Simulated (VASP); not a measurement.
# Cd (P-1) in VASP: single point with PBE

Aim: the single point of Cd with PBE.

All numbers are computed with VASP 6.6.1; they aren't measurements. Logs are shortened: lines on timing, memory, paths and dates and some standing lists are left out, and cuts for length are marked.

### Step 1. The cell of the first run

The typed cell holds 2 atoms: a = 3.098 Å, b = 3.104 Å, c = 5.875 Å, α = 90.46°, β = 89.65°, γ = 120.48°.

### Step 2. Single point, PBE (atoms moved at random and the cell strained at random)

INCAR reads:

```
PREC     = Accurate       # precision mode
ENCUT    = 520            # plane-wave cutoff, eV
EDIFF    = 1E-7           # SCF threshold, eV
ISMEAR   = 0              # smearing method
SIGMA    = 0.1            # smearing width, eV
LREAL    = False          # projectors in reciprocal space
LASPH    = True           # aspherical terms in the spheres
NELM     = 100            # most SCF steps
ALGO     = Normal         # electronic algorithm
ISIF     = 2              # what is computed and relaxed
LWAVE    = False          # write WAVECAR
LCHARG   = False          # write CHGCAR
GGA      = PE             # functional
NBANDS   = 19             # bands
```

KPOINTS reads:

```
regular mesh
0
Gamma
  14 14 6
```

POSCAR reads:

```
Cd
1.0
    3.0975507888     -0.0148943625      0.0094132371
   -1.5616742907      2.6829104609     -0.0124717542
    0.0177517740     -0.0169091265      5.8753877820
Cd
2
Direct
    0.4149815511      0.7427623244      0.2649920340
    0.5850184489      0.2572376756      0.7350079660
```

Potentials or basis: VASP PAW PBE potentials, release 64 (Cd).

Started as:

```
$ cat potpaw_PBE.64/Cd/POTCAR > POTCAR
$ mpirun -np 1 vasp_std > vasp.out
```

OUTCAR:

```text
PREC = Accurate
   ENCUT = 520
   EDIFF = 1E-7
   ISMEAR = 0
   LREAL = False
   LASPH = True
   NELM = 100
   ISIF = 2
   GGA = PE

 ion  position               nearest neighbor table
   1  0.415  0.743  0.265-   2 3.09   2 3.33   2 3.43   2 3.54   2 3.60
   2  0.585  0.257  0.735-   1 3.09   1 3.33   1 3.43   1 3.54   1 3.60

  LATTYP: Found a triclinic cell.
 ALAT       =     3.1043502824
 B/A-ratio  =     0.9916767367
 C/A-ratio  =     1.8926468976
 COS(alpha) =     0.0019803205
 COS(beta)  =     0.0080246274
 COS(gamma) =     0.4980284019

  Lattice vectors:

 A1 = (  -1.5616742907,   2.6829104609,  -0.0124717542)
 A2 = (   1.5358764981,   2.6680160984,  -0.0030585171)
 A3 = (  -0.0177517740,   0.0169091265,  -5.8753877820)

Analysis of symmetry for initial positions (statically):
=====================================================================
 Subroutine PRICEL returns:
 Original cell was already a primitive cell.

 Routine SETGRP: Setting up the symmetry group for a
 triclinic supercell.

 Subroutine GETGRP returns: Found  2 space group operations
 (whereof  2 operations were pure point group operations)
 out of a pool of  2 trial point group operations.

The static configuration has the point symmetry S_2 .

Analysis of symmetry for dynamics (positions and initial velocities):
=====================================================================
 Subroutine PRICEL returns:
 Original cell was already a primitive cell.

 Routine SETGRP: Setting up the symmetry group for a
 triclinic supercell.

 Subroutine GETGRP returns: Found  2 space group operations
 (whereof  2 operations were pure point group operations)
 out of a pool of  2 trial point group operations.

The dynamic configuration has the point symmetry S_2 .

 Subroutine INISYM returns: Found  2 space group operations
 (whereof  2 operations are pure point group operations),
 and found     1 'primitive' translations

----------------------------------------------------------------------------------------

                                     Primitive cell

  volume of cell :      48.6896

  direct lattice vectors                    reciprocal lattice vectors
     3.097550789 -0.014894362  0.009413237     0.323743148  0.188443082 -0.000435819
    -1.561674291  2.682910461 -0.012471754     0.001794037  0.373778799  0.001070300
     0.017751774 -0.016909126  5.875387782    -0.000514876  0.000491511  0.170204502

  length of vectors
     3.097600901  3.104350282  5.875438931     0.374593927  0.373784637  0.170205990

  position of ions in fractional coordinates (direct lattice)
     0.414981551  0.742762324  0.264992034
     0.585018449  0.257237676  0.735007966

  ion indices of the primitive-cell ions
   primitive index   ion index
                 1           1
                 2           2

----------------------------------------------------------------------------------------

 KPOINTS: regular mesh

Automatic generation of k-mesh.
 Grid dimensions read from file:
 generate k-points for:   14   14    6

 Generating k-lattice:

  Cartesian coordinates                     Fractional coordinates (reciprocal lattice)
     0.023124511  0.013460220 -0.000031130     0.071428571 -0.000000000  0.000000000
     0.000128146  0.026698486  0.000076450    -0.000000000  0.071428571  0.000000000
    -0.000085813  0.000081919  0.028367417     0.000000000 -0.000000000  0.166666667

  Length of vectors
     0.026756709  0.026698903  0.028367665

  Shift w.r.t. Gamma in fractional coordinates (k-lattice)
     0.000000000  0.000000000  0.000000000

 Subroutine IBZKPT returns following result:
 ===========================================

 Found    592 irreducible k-points:

 Following reciprocal coordinates:
            Coordinates               Weight
  0.000000  0.000000  0.000000      1.000000
  0.071429 -0.000000  0.000000      2.000000
  0.142857  0.000000  0.000000      2.000000
  0.214286  0.000000  0.000000      2.000000
  0.285714  0.000000  0.000000      2.000000
  0.357143  0.000000 -0.000000      2.000000
[... 16 lines left out ...]
 -0.000000  0.142857  0.000000      2.000000
  0.071429  0.142857  0.000000      2.000000
 [... further k-points ...]
   k-points           NKPTS =    592   k-points in BZ     NKDIM =    592   number of bands    NBANDS=     19
   number of dos      NEDOS =    301   number of ions     NIONS =      2
   total plane-waves  NPLWV =  27648
   dimension x,y,z NGX =    24 NGY =   24 NGZ =   48
   dimension x,y,z NGXF=    48 NGYF=   48 NGZF=   96
   ions per type =               2
   NGX,Y,Z   is equivalent  to a cutoff of  12.88, 12.85, 13.58 a.u.
   NGXF,Y,Z  is equivalent  to a cutoff of  25.76, 25.71, 27.16 a.u.
 SYSTEM =  unknown system
   PREC   = accura    normal or accurate (medium, high low for compatibility)
   ISTART =      0    job   : 0-new  1-cont  2-samecut
   ICHARG =      2    charge: 1-file 2-atom 10-const
   ISPIN  =      1    spin polarized calculation?
   LNONCOLLINEAR =      F non collinear calculations
   LSORBIT =      F    spin-orbit coupling
   LASPH  =      T    aspherical Exc in radial PAW
   ENCUT  =  520.0 eV  38.22 Ry    6.18 a.u.   5.76  5.77 10.92*2*pi/ulx,y,z
   NELM   =    100;   NELMIN=  2; NELMDL= -5     # of ELM steps
   EDIFF  = 0.1E-06   stopping-criterion for ELM
   LREAL  =      F    real-space projection
   EDIFFG = 0.1E-05   stopping-criterion for IOM
   NSW    =      0    number of steps for IOM
   IBRION =     -1    ionic relax: 0-MD 1-quasi-New 2-CG
   NFREE  =      0    steps in history (QN), initial steepest desc. (CG)
   ISIF   =      2    stress and relaxation
   ISYM   =      2    0-nonsym 1-usesym 2-fastsym
   POTIM  = 0.5000    time-step for ionic-motion
   TEBEG  =    0.0;   TEEND  =   0.0 temperature during run
   PSTRESS=    0.0 pullay stress
   NELECT =      24.0000    total number of electrons
   NUPDOWN=      -1.0000    fix difference up-down
   EMIN   =  10.00;   EMAX   =-10.00  energy-range for DOS
   EFERMI =   0.00;   METHOD = LEGACY
   ISMEAR =     0;   SIGMA  =   0.10  broadening in eV -4-tet -1-fermi 0-gaus
   EFERMI_NEDOS =   21; number of points for ismear=-14 and -15
   IALGO  =     38    algorithm
   IMIX   =      4    mixing-type and parameters
     AMIX     =   0.40;   BMIX     =  1.00
     AMIX_MAG =   1.60;   BMIX_MAG =  1.00
  volume/ion in A,a.u.               =      24.34       164.29
  Fermi-wavevector in a.u.,A,eV,Ry     =   1.293202  2.443798 22.754005  1.672372
  Thomas-Fermi vector in A             =   2.424863
   LORBIT       =      0    0 simple, 1 ext, 2 COOP (PROOUT), +10 PAW based schemes
   GGA     = PE    functional components
   LHFCALC =     F    Hartree Fock is set to
   AEXX    =    0.0000 exact exchange contribution
   IVDW    =     0    specifies the selected vdW correction
   LEPSILON=     F    determine dielectric tensor
   LRPA    =     F    only Hartree local field effects (RPA)
 non-spin polarized calculation
 Gauss-broadening in eV      SIGMA  =   0.10
  energy-cutoff  :      520.00
  volume of cell :       48.69
 maximum number of plane-waves:      1334
   NGX = 11   NGY = 11   NGZ = 21

 number of electron      24.0000001 magnetization

 Free energy of the ion-electron system (eV)
  ---------------------------------------------------
  ext. energy  EPLUGINS =         0.00000000
  ---------------------------------------------------
  free energy    TOTEN  =        -1.42711508 eV

  energy without entropy =       -1.42148424  energy(sigma->0) =       -1.42429966

 E-fermi :   2.1380     XC(G=0): -10.3942

 val. band max:        2.1337357525   @ k =   0.5000  -0.3571   0.1667
 cond. band min:       2.1387089759   @ k =   0.4286   0.1429   0.5000
 fundamental gap:      0.0049732234
 Fermi energy:         2.1380040127

 k-point     1 :       0.0000    0.0000    0.0000
  band No.  band energies     occupation
      1      -7.2794      2.00000
      2      -7.1530      2.00000
      3      -6.8654      2.00000
      4      -6.8173      2.00000
      5      -6.7886      2.00000
      6      -6.7680      2.00000
[... 11 lines left out ...]
     18      16.1273      0.00000
     19      17.2536      0.00000

 k-point     2 :       0.0714   -0.0000    0.0000
  band No.  band energies     occupation
      1      -7.2431      2.00000
      2      -7.1187      2.00000
      3      -6.8320      2.00000
      4      -6.8204      2.00000
      5      -6.7909      2.00000
      6      -6.7506      2.00000
[... 11 lines left out ...]
     18      15.6817      0.00000
     19      17.6007      0.00000

 k-point     3 :       0.1429    0.0000    0.0000
  band No.  band energies     occupation
      1      -7.1742      2.00000
      2      -7.0404      2.00000
      3      -6.8819      2.00000
      4      -6.7864      2.00000
      5      -6.7098      2.00000
      6      -6.6538      2.00000
[... 11 lines left out ...]
     18      15.4921      0.00000
     19      16.0782      0.00000

 k-point     4 :       0.2143    0.0000    0.0000
  band No.  band energies     occupation
      1      -7.1782      2.00000
      2      -6.9834      2.00000
      3      -6.9452      2.00000
      4      -6.7678      2.00000
      5      -6.6446      2.00000
      6      -6.5712      2.00000
[... 11 lines left out ...]
     18      14.3158      0.00000
     19      14.4179      0.00000

 k-point     5 :       0.2857    0.0000    0.0000
  band No.  band energies     occupation
      1      -7.2544      2.00000
      2      -7.0936      2.00000
      3      -6.9484      2.00000
      4      -6.8555      2.00000
      5      -6.6010      2.00000
      6      -6.5081      2.00000
[... 11 lines left out ...]
     18      13.8862      0.00000
     19      14.3791      0.00000
[... 334 lines left out ...]
      2      -7.0742      2.00000
      3      -6.8735      2.00000
      4      -6.8404      2.00000
      5      -6.6951      2.00000
      6      -6.6898      2.00000
[... 11 lines left out ...]
     18      16.0119      0.00000
     19      16.7482      0.00000

 k-point    22 :      -0.0714    0.0714    0.0000
  band No.  band energies     occupation
      1      -7.2394      2.00000
      2      -7.1258      2.00000
      3      -6.8752      2.00000
      4      -6.8253      2.00000
      5      -6.7564      2.00000
      6      -6.7339      2.00000
[... 11 lines left out ...]
     18      15.6738      0.00000
     19      17.4987      0.00000

 k-point    23 :      -0.0000    0.1429    0.0000
  band No.  band energies     occupation
      1      -7.1576      2.00000
      2      -7.0517      2.00000
      3      -6.8973      2.00000
      4      -6.7880      2.00000
      5      -6.6771      2.00000
      6      -6.6679      2.00000
[... 11 lines left out ...]
     18      15.2181      0.00000
     19      16.2600      0.00000

 k-point    24 :       0.0714    0.1429    0.0000
  band No.  band energies     occupation
      1      -7.1173      2.00000
      2      -6.9940      2.00000
      3      -6.9130      2.00000
      4      -6.7831      2.00000
      5      -6.6279      2.00000
      6      -6.6170      2.00000
[... 11 lines left out ...]
     18      15.2871      0.00000
     19      15.5514      0.00000

 [... further k-points ...]

------------------------ aborting loop because EDIFF is reached ----------------------------------------

  FORCE on cell =-STRESS in cart. coord.  units (eV):
  Direction    XX          YY          ZZ          XY          YZ          ZX
  --------------------------------------------------------------------------------------
  -------------------------------------------------------------------------------------
  Total       -0.3439076     -0.7420666     -0.0009815      0.1369994      0.1006646      0.0269014
  in kB      -11.3166009    -24.4183961     -0.0322957      4.5080941      3.3124633      0.8852168
  external PRESSURE =     -11.9224309 kB  Pullay stress =       0.0000000 kB

 VOLUME and BASIS-vectors are now :
 -----------------------------------------------------------------------------
  energy-cutoff  :      520.00
  volume of cell :       48.69
      direct lattice vectors                 reciprocal lattice vectors
     3.097550789 -0.014894362  0.009413237     0.323743148  0.188443082 -0.000435819
    -1.561674291  2.682910461 -0.012471754     0.001794037  0.373778799  0.001070300
     0.017751774 -0.016909126  5.875387782    -0.000514876  0.000491511  0.170204502

 POSITION                                       TOTAL-FORCE (eV/Angst)
 -----------------------------------------------------------------------------------
      0.13018      1.98210      1.55157        -0.001523     -0.072387     -0.259458
      1.42345      0.66900      4.32076         0.001523      0.072387      0.259458
 -----------------------------------------------------------------------------------
    total drift:                                0.000000     -0.000000     -0.000000

  FREE ENERGIE OF THE ION-ELECTRON SYSTEM (eV)
  ---------------------------------------------------
  free  energy   TOTEN  =        -1.4271150794 eV

  energy  without entropy=       -1.4214842421  energy(sigma->0) =       -1.42429966
```

Wall time 2.5 min (1 thread of Intel Xeon 6975P-C (Granite Rapids), shared host); peak memory 0.51 GiB.

Results:

- Free energy: -1.4271 eV
- Pressure: -1.2 GPa
- Largest force: 0.269 eV/Å
- Band gap on the k mesh: zero (bands 12 and 13 overlap by 3.80 eV)

Forces on the atoms (eV/Å):
```
Cd  -0.002 -0.072 -0.259
Cd   0.002  0.072  0.259
```

Caveat: the cell differs from its parent crystal (atoms moved at random and the cell strained at random).
